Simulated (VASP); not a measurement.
# Sn (I4/mmm) in VASP: further runs

The runs below take Sn through single point, relaxation of cell and atoms, with revPBE, BLYP, r2SCAN.

Everything below comes from runs of VASP 6.6.1. Logs are shortened: lines on timing, memory, paths and dates and some standing lists are left out, and cuts for length are marked.

## Step 1: The cell of the first run

It takes space group I4/mmm (No. 139, tetragonal). The conventional cell has a = 4.095 Å, b = 4.095 Å, c = 3.389 Å, α = 90.00°, β = 90.00°, γ = 90.00°. Sn (site symmetry 4/mmm) has 14 Sn at 3.36 to 4.10 Å within 4.4 Å.

## Step 2: Single point, revPBE

INCAR reads:

```
SYSTEM = Sn
PREC     = Accurate       ! precision mode
ENCUT    = 520            ! plane-wave cutoff, eV
EDIFF    = 1E-7           ! SCF threshold, eV
ISMEAR   = -1             ! smearing method
SIGMA    = 0.05           ! smearing width, eV
LREAL    = .FALSE.        ! projectors in reciprocal space
LASPH    = .TRUE.         ! aspherical terms in the spheres
NELM     = 80             ! most SCF steps
ALGO     = Fast           ! electronic algorithm
ISIF     = 2              ! what is computed and relaxed
LWAVE    = .FALSE.        ! write WAVECAR
LCHARG   = .TRUE.         ! write CHGCAR
GGA      = RE             ! functional
LELF     = .TRUE.         ! ELF
LVHAR    = .TRUE.       
NBANDS   = 13             ! bands
```

KPOINTS reads:

```
Automatic mesh
0
G
  10 10 10
  0 0 0
```

POSCAR reads:

```
Sn
1.0
   -2.0477222259      2.0477222259      1.6946762654
    2.0477222259     -2.0477222259      1.6946762654
    2.0477222259      2.0477222259     -1.6946762654
Sn
1
Direct
    0.0000000000      0.0000000000      0.0000000000
```

Potentials or basis: VASP PAW PBE potentials, release 64 (Sn_d).

On the command line:

```console
$ cat potpaw_PBE.64/Sn_d/POTCAR > POTCAR
$ mpirun -np 1 vasp_std > vasp.out
```

OUTCAR:

```text
SYSTEM = Sn
   PREC = Accurate
   ENCUT = 520
   EDIFF = 1E-7
   ISMEAR = -1
   LREAL = .FALSE.
   LASPH = .TRUE.
   NELM = 80
   ISIF = 2
   GGA = RE

 ion  position               nearest neighbor table
   1  0.000  0.000  0.000-

  LATTYP: Found a body centered tetragonal cell.
 ALAT       =     4.0954444518
 C/A-ratio  =     0.8275908929

  Lattice vectors:

 A1 = (  -2.0477222259,   2.0477222259,   1.6946762654)
 A2 = (   2.0477222259,  -2.0477222259,   1.6946762654)
 A3 = (   2.0477222259,   2.0477222259,  -1.6946762654)

Analysis of symmetry for initial positions (statically):
=====================================================================
 Subroutine PRICEL returns:
 Original cell was already a primitive cell.

 Routine SETGRP: Setting up the symmetry group for a
 body centered tetragonal supercell.

 Subroutine GETGRP returns: Found 16 space group operations
 (whereof 16 operations were pure point group operations)
 out of a pool of 16 trial point group operations.

The static configuration has the point symmetry D_4h.

Analysis of symmetry for dynamics (positions and initial velocities):
=====================================================================
 Subroutine PRICEL returns:
 Original cell was already a primitive cell.

 Routine SETGRP: Setting up the symmetry group for a
 body centered tetragonal supercell.

 Subroutine GETGRP returns: Found 16 space group operations
 (whereof 16 operations were pure point group operations)
 out of a pool of 16 trial point group operations.

The dynamic configuration has the point symmetry D_4h.

 Subroutine INISYM returns: Found 16 space group operations
 (whereof 16 operations are pure point group operations),
 and found     1 'primitive' translations

----------------------------------------------------------------------------------------

                                     Primitive cell

  volume of cell :      28.4242

  direct lattice vectors                    reciprocal lattice vectors
    -2.047722226  2.047722226  1.694676265     0.000000000  0.244173743  0.295041602
     2.047722226 -2.047722226  1.694676265     0.244173743  0.000000000  0.295041602
     2.047722226  2.047722226 -1.694676265     0.244173743  0.244173743  0.000000000

  length of vectors
     3.355333109  3.355333109  3.355333109     0.382975670  0.382975670  0.345313819

  position of ions in fractional coordinates (direct lattice)
     0.000000000  0.000000000  0.000000000

  ion indices of the primitive-cell ions
   primitive index   ion index
                 1           1

----------------------------------------------------------------------------------------

 KPOINTS: Automatic mesh

Automatic generation of k-mesh.
 Grid dimensions read from file:
 generate k-points for:   10   10   10

 Generating k-lattice:

  Cartesian coordinates                     Fractional coordinates (reciprocal lattice)
     0.000000000  0.024417374  0.029504160     0.100000000  0.000000000 -0.000000000
     0.024417374  0.000000000  0.029504160     0.000000000  0.100000000 -0.000000000
     0.024417374  0.024417374  0.000000000     0.000000000  0.000000000  0.100000000

  Length of vectors
     0.038297567  0.038297567  0.034531382

  Shift w.r.t. Gamma in fractional coordinates (k-lattice)
     0.000000000  0.000000000  0.000000000

 Subroutine IBZKPT returns following result:
 ===========================================

 Found    102 irreducible k-points:

 Following reciprocal coordinates:
            Coordinates               Weight
  0.000000  0.000000  0.000000      1.000000
  0.100000  0.000000 -0.000000      8.000000
  0.200000  0.000000 -0.000000      8.000000
  0.300000  0.000000  0.000000      8.000000
  0.400000  0.000000 -0.000000      8.000000
  0.500000  0.000000  0.000000      4.000000
[... 16 lines left out ...]
  0.300000  0.300000  0.000000      8.000000
  0.400000  0.300000 -0.000000     16.000000
 [... further k-points ...]
   k-points           NKPTS =    102   k-points in BZ     NKDIM =    102   number of bands    NBANDS=     13
   number of dos      NEDOS =    301   number of ions     NIONS =      1
   total plane-waves  NPLWV =  21952
   dimension x,y,z NGX =    28 NGY =   28 NGZ =   28
   dimension x,y,z NGXF=    56 NGYF=   56 NGZF=   56
   ions per type =               1
   NGX,Y,Z   is equivalent  to a cutoff of  13.87, 13.87, 13.87 a.u.
   NGXF,Y,Z  is equivalent  to a cutoff of  27.75, 27.75, 27.75 a.u.
 SYSTEM =  Sn
   PREC   = accura    normal or accurate (medium, high low for compatibility)
   ISTART =      0    job   : 0-new  1-cont  2-samecut
   ICHARG =      2    charge: 1-file 2-atom 10-const
   ISPIN  =      1    spin polarized calculation?
   LNONCOLLINEAR =      F non collinear calculations
   LSORBIT =      F    spin-orbit coupling
   LASPH  =      T    aspherical Exc in radial PAW
   ENCUT  =  520.0 eV  38.22 Ry    6.18 a.u.   6.24  6.24  6.24*2*pi/ulx,y,z
   NELM   =     80;   NELMIN=  2; NELMDL= -5     # of ELM steps
   EDIFF  = 0.1E-06   stopping-criterion for ELM
   LREAL  =      F    real-space projection
   EDIFFG = 0.1E-05   stopping-criterion for IOM
   NSW    =      0    number of steps for IOM
   IBRION =     -1    ionic relax: 0-MD 1-quasi-New 2-CG
   NFREE  =      0    steps in history (QN), initial steepest desc. (CG)
   ISIF   =      2    stress and relaxation
   ISYM   =      2    0-nonsym 1-usesym 2-fastsym
   POTIM  = 0.5000    time-step for ionic-motion
   TEBEG  =    0.0;   TEEND  =   0.0 temperature during run
   PSTRESS=    0.0 pullay stress
   NELECT =      14.0000    total number of electrons
   NUPDOWN=      -1.0000    fix difference up-down
   EMIN   =  10.00;   EMAX   =-10.00  energy-range for DOS
   EFERMI =   0.00;   METHOD = LEGACY
   ISMEAR =    -1;   SIGMA  =   0.05  broadening in eV -4-tet -1-fermi 0-gaus
   EFERMI_NEDOS =   21; number of points for ismear=-14 and -15
   IALGO  =     68    algorithm
   IMIX   =      4    mixing-type and parameters
     AMIX     =   0.40;   BMIX     =  1.00
     AMIX_MAG =   1.60;   BMIX_MAG =  1.00
  volume/ion in A,a.u.               =      28.42       191.82
  Fermi-wavevector in a.u.,A,eV,Ry     =   1.292869  2.443168 22.742282  1.671511
  Thomas-Fermi vector in A             =   2.424550
   LORBIT       =      0    0 simple, 1 ext, 2 COOP (PROOUT), +10 PAW based schemes
   GGA     = RE    functional components
   LHFCALC =     F    Hartree Fock is set to
   AEXX    =    0.0000 exact exchange contribution
   IVDW    =     0    specifies the selected vdW correction
   LEPSILON=     F    determine dielectric tensor
   LRPA    =     F    only Hartree local field effects (RPA)
 non-spin polarized calculation
 RMM-DIIS sequential band-by-band and
  energy-cutoff  :      520.00
  volume of cell :       28.42
 maximum number of plane-waves:       778
 NGX is ok and might be reduce to    28
   NGX = 13   NGY = 13   NGZ = 13

 number of electron      14.0000003 magnetization

 Free energy of the ion-electron system (eV)
  ---------------------------------------------------
  ext. energy  EPLUGINS =         0.00000000
  ---------------------------------------------------
  free energy    TOTEN  =        -3.47479897 eV

  energy without entropy =       -3.46946606  energy(sigma->0) =       -3.47213252

 E-fermi :   7.5862     XC(G=0): -10.0933

 val. band max:        7.5772085383   @ k =   0.5000   0.2000  -0.0000
 cond. band min:       7.6203941394   @ k =  -0.3000  -0.4000   0.3000
 fundamental gap:      0.0431856011
 Fermi energy:         7.5862464792

 k-point     1 :       0.0000    0.0000    0.0000
  band No.  band energies     occupation
      1     -13.9781      2.00000
      2     -13.9172      2.00000
      3     -13.9172      2.00000
      4     -13.9049      2.00000
      5     -13.8120      2.00000
      6      -3.1421      2.00000
      7      14.2502      0.00000
      8      14.2502      0.00000
      9      16.4579      0.00000
     10      17.7583      0.00000
     11      18.8721      0.00000
     12      19.9048      0.00000
     13      19.9048      0.00000

 k-point     2 :       0.1000    0.0000   -0.0000
  band No.  band energies     occupation
      1     -13.9702      2.00000
      2     -13.9170      2.00000
      3     -13.9132      2.00000
      4     -13.8952      2.00000
      5     -13.8165      2.00000
      6      -2.9137      2.00000
      7      13.5755      0.00000
      8      13.6183      0.00000
      9      15.0794      0.00000
     10      18.1184      0.00000
     11      18.2923      0.00000
     12      19.2102      0.00000
     13      19.8511      0.00000

 k-point     3 :       0.2000    0.0000   -0.0000
  band No.  band energies     occupation
      1     -13.9684      2.00000
      2     -13.9202      2.00000
      3     -13.8835      2.00000
      4     -13.8674      2.00000
      5     -13.8273      2.00000
      6      -2.2273      2.00000
      7      11.3416      0.00000
      8      12.4403      0.00000
      9      13.3763      0.00000
     10      16.7926      0.00000
     11      16.8511      0.00000
     12      20.2405      0.00000
     13      21.0098      0.00000
[... 305 lines left out ...]
 k-point    23 :       0.3000    0.3000    0.0000
  band No.  band energies     occupation
      1     -13.9672      2.00000
      2     -13.8933      2.00000
      3     -13.8474      2.00000
      4     -13.8399      2.00000
      5     -13.7940      2.00000
      6       2.4582      2.00000
      7       4.7643      2.00000
      8       6.1924      2.00000
      9      11.3408      0.00000
     10      16.4462      0.00000
     11      17.8282      0.00000
     12      22.7237      0.00000
     13      23.2632      0.00000

 k-point    24 :       0.4000    0.3000   -0.0000
  band No.  band energies     occupation
      1     -13.9551      2.00000
      2     -13.8841      2.00000
      3     -13.8625      2.00000
      4     -13.8356      2.00000
      5     -13.8162      2.00000
      6       1.6935      2.00000
      7       5.1434      2.00000
      8       6.5274      2.00000
      9      11.9192      0.00000
     10      16.6016      0.00000
     11      18.7456      0.00000
     12      22.9434      0.00000
     13      23.5697      0.00000

 [... further k-points ...]
[... 5 lines left out ...]
  --------------------------------------------------------------------------------------
  -------------------------------------------------------------------------------------
  Total       -0.0084173     -0.0084173     -0.0088243      0.0000000      0.0000000      0.0000000
  in kB       -0.4744561     -0.4744561     -0.4973946      0.0000000      0.0000000      0.0000000
  external PRESSURE =      -0.4821023 kB  Pullay stress =       0.0000000 kB

 VOLUME and BASIS-vectors are now :
 -----------------------------------------------------------------------------
  energy-cutoff  :      520.00
  volume of cell :       28.42
      direct lattice vectors                 reciprocal lattice vectors
    -2.047722226  2.047722226  1.694676265     0.000000000  0.244173743  0.295041602
     2.047722226 -2.047722226  1.694676265     0.244173743  0.000000000  0.295041602
     2.047722226  2.047722226 -1.694676265     0.244173743  0.244173743  0.000000000

 POSITION                                       TOTAL-FORCE (eV/Angst)
 -----------------------------------------------------------------------------------
      0.00000      0.00000      0.00000         0.000000     -0.000000      0.000000
 -----------------------------------------------------------------------------------
    total drift:                               -0.000000     -0.000000     -0.000000

  FREE ENERGIE OF THE ION-ELECTRON SYSTEM (eV)
  ---------------------------------------------------
  free  energy   TOTEN  =        -3.4747989670 eV

  energy  without entropy=       -3.4694660635  energy(sigma->0) =       -3.47213252
```

Wall time 38 s (1 thread of Intel Xeon Platinum 8559C (Emerald Rapids), shared host); peak memory 0.17 GiB.

Results:

* Free energy: -3.4748 eV
* Pressure: 0.0 GPa
* Band gap on the k mesh: zero (band 7 reaches 14.25 eV, above the bottom of band 8 at 5.67 eV)

Caveat: the PAW data sets were made with another functional, which shifts forces and pressure a little; spin-orbit coupling is left out, which moves the levels of the heavy elements.

## Step 3: Single point, BLYP

This run uses another cell than the first one, of 30.97 Å³/atom, 1.090 times its volume.

INCAR reads:

```
SYSTEM = Sn
PREC = Accurate
ENCUT = 520
EDIFF = 1E-6
ISMEAR = -1
SIGMA = 0.05
LREAL = .False.
LASPH = .True.
NELM = 80
ALGO = Normal
ISIF = 2
LWAVE = .False.
LCHARG = .False.
GGA = B5
ALDAX = 1.0
AGGAX = 1.0
AGGAC = 1.0
ALDAC = 0.0
NBANDS = 13
```

KPOINTS reads:

```
regular mesh
0
Gamma
  10 10 10
  0 0 0
```

POSCAR reads:

```
Sn
1.0
   -2.1195999501      2.1195999501      1.7235638337
    2.1195999501     -2.1195999501      1.7235638337
    2.1195999501      2.1195999501     -1.7235638337
Sn
1
Direct
    0.0000000000      0.0000000000      0.0000000000
```

Potentials or basis: VASP PAW PBE potentials, release 64 (Sn_d).

On the command line:

```console
$ cat potpaw_PBE.64/Sn_d/POTCAR > POTCAR
$ mpirun -np 1 vasp_std > vasp.out
```

It took 27 s on 1 thread of Intel Xeon Platinum 8559C (Emerald Rapids), shared host; peak memory 0.17 GiB.

Results (log left out):

- Free energy: -2.9578 eV
- Pressure: -0.1 GPa
- Band gap on the k mesh: zero (band 7 reaches 12.77 eV, above the bottom of band 8 at 5.47 eV)

Levels at points of the mesh, in eV from the Fermi level:
```
           k point  band 5  band 6  band 7  band 8  band 9  band 10
(0.00, 0.00, 0.00)  -21.36  -10.24    5.72    5.72    7.77     9.67
(0.50, 0.00, 0.00)  -21.32   -5.89   -3.52    2.60    3.87     6.88
(0.50, 0.50, 0.00)  -21.33   -7.19   -3.94    4.98    6.66     9.72
(0.50, 0.50, 0.50)  -21.32   -4.14   -1.36   -1.36    2.33     3.56
```

Caveat: the PAW data sets were made with another functional, which shifts forces and pressure a little; spin-orbit coupling is left out, which moves the levels of the heavy elements.

## Step 4: Single point, r2SCAN

This run uses another cell than the first one, of 27.35 Å³/atom, 0.962 times its volume.

POSCAR reads:

```
Sn
1.0
   -2.0291894110      2.0291894110      1.6607599896
    2.0291894110     -2.0291894110      1.6607599896
    2.0291894110      2.0291894110     -1.6607599896
Sn
1
Direct
    0.0000000000      0.0000000000      0.0000000000
```

INCAR.step1 reads:

```
SYSTEM = Sn
PREC = Accurate ; ENCUT = 520
ISMEAR = -1 ; SIGMA = 0.05
LREAL = .False. ; LASPH = .True.
NELM = 60 ; NBANDS = 13
GGA = PE ; ALGO = Normal
EDIFF = 1E-4 ; LWAVE = .True.
LCHARG = .False.
```

INCAR.step2 reads:

```
SYSTEM = Sn
PREC = Accurate ; ENCUT = 520
EDIFF = 1E-7 ; ISMEAR = -1
SIGMA = 0.05 ; LREAL = .False.
LASPH = .True. ; NELM = 60
ALGO = Normal ; ISIF = 2
LWAVE = .False. ; LCHARG = .False.
METAGGA = R2SCAN ; LMIXTAU = .True.
NBANDS = 13 ; ISTART = 1
```

KPOINTS reads:

```
Automatic mesh
0
Gamma
  10 10 10
  0 0 0
```

On the command line:

```console
$ cat potpaw_PBE.64/Sn_d/POTCAR > POTCAR
$ cp INCAR.step1 INCAR
$ mpirun -np 1 vasp_std > vasp.out
$ cp INCAR.step2 INCAR
$ mpirun -np 1 vasp_std > vasp.out
```

Run time: 2.1 min. Hardware: 1 thread of Intel Xeon Platinum 8559C (Emerald Rapids), shared host; peak memory 0.18 GiB.

The run converged. Its results:

```yaml
Free_energy: -24.5141 eV
Pressure: -0.5 GPa
Band_gap_on_the_k_mesh: zero (band 7 reaches 15.09 eV, above the bottom of band 8 at 5.79 eV)
```

Stress tensor (GPa, compression positive):
```
-0.72  0.00  0.00
 0.00 -0.72  0.00
 0.00  0.00 -0.05
```

Levels at points of the mesh, in eV from the Fermi level:
```
           k point  band 5  band 6  band 7  band 8  band 9  band 10
(0.00, 0.00, 0.00)  -22.03  -11.58    7.19    7.19    9.98    10.65
(0.50, 0.00, 0.00)  -21.98   -5.91   -4.41    3.20    4.69     7.70
(0.50, 0.50, 0.00)  -21.99   -7.57   -4.90    6.15    8.28    10.99
(0.50, 0.50, 0.50)  -21.97   -3.32   -1.73   -1.73    2.69     3.50
```

Caveat: the PAW data sets were made with another functional, which shifts forces and pressure a little; spin-orbit coupling is left out, which moves the levels of the heavy elements.

## Step 5: Relaxation of cell and atoms, revPBE

This run uses another cell than the first one, of 27.35 Å³/atom, 0.962 times its volume.

INCAR reads:

```
  ALGO = Fast
  EDIFF = 1E-6
  EDIFFG = -0.01
  ENCUT = 600
  GGA = RE
  IBRION = 2
  ISIF = 3
  ISMEAR = -1
  LASPH = True
  LCHARG = False
  LREAL = False
  LWAVE = False
  NELM = 100
  NSW = 60
  PREC = Accurate
  SIGMA = 0.05
```

KPOINTS reads:

```
k-points
0
Gamma
  10 10 10
```

POSCAR is that of step 4.

On the command line:

```console
$ cat potpaw_PBE.64/Sn_d/POTCAR > POTCAR
$ mpirun -np 1 vasp_std > vasp.out
```

It took 85 s on 1 thread of Intel Xeon Platinum 8559C (Emerald Rapids), shared host; peak memory 0.19 GiB.

Results (log left out):

| Quantity | Value |
| --- | --- |
| Free energy | -3.4746 eV |
| Relaxed volume | 28.41 Å³/atom |
| Relaxed cell | a = 3.355 Å, b = 3.355 Å, c = 3.355 Å, α = 104.76°, β = 104.76°, γ = 119.38° |
| Space group after relaxing (to 0.05 Å) | I4/mmm (No. 139) |
| Energy gained by relaxing | 6.7 meV/atom |
| Ionic steps | 5 |
| Pressure after relaxing | 0.0 GPa |
| Band gap on the k mesh | zero (band 7 reaches 14.25 eV, above the bottom of band 8 at 5.68 eV) |

Stress tensor (GPa, compression positive):
```
-0.04  0.00  0.00
 0.00 -0.04  0.00
 0.00  0.00  0.04
```

Step by step:
```tsv
step	energy change (eV)	largest force (eV/Å)	pressure (GPa)	volume (Å³)
1	0.0000	0.0000	1.91	27.35
2	-0.0064	0.0000	-0.27	28.66
3	-0.0067	0.0000	-0.07	28.44
4	-0.0067	0.0000	0.05	28.41
5	-0.0067	0.0000	-0.01	28.41
```

Final structure:
```
CELL_PARAMETERS angstrom
-2.04801 2.04801 1.69318
2.04801 -2.04801 1.69318
2.04801 2.04801 -1.69318
ATOMIC_POSITIONS crystal
Sn 0.00000 0.00000 0.00000
```

Levels at points of the mesh, in eV from the Fermi level:
```tsv
k point	band 3	band 4	band 5	band 6	band 7	band 8	band 9	band 10	band 11
(0.00, 0.00, 0.00)	-21.50	-21.49	-21.40	-10.73	6.66	6.66	8.89	10.16	11.28
(0.50, 0.00, 0.00)	-21.43	-21.38	-21.35	-5.74	-3.97	3.03	4.31	7.04	7.30
(0.50, 0.50, 0.00)	-21.47	-21.44	-21.36	-7.10	-4.44	5.49	7.44	9.96	10.59
(0.50, 0.50, 0.50)	-21.37	-21.37	-21.35	-3.40	-1.40	-1.40	2.34	3.13	5.83
```

Caveat: the PAW data sets were made with another functional, which shifts forces and pressure a little; spin-orbit coupling is left out, which moves the levels of the heavy elements.

[end of part 1 of 2]
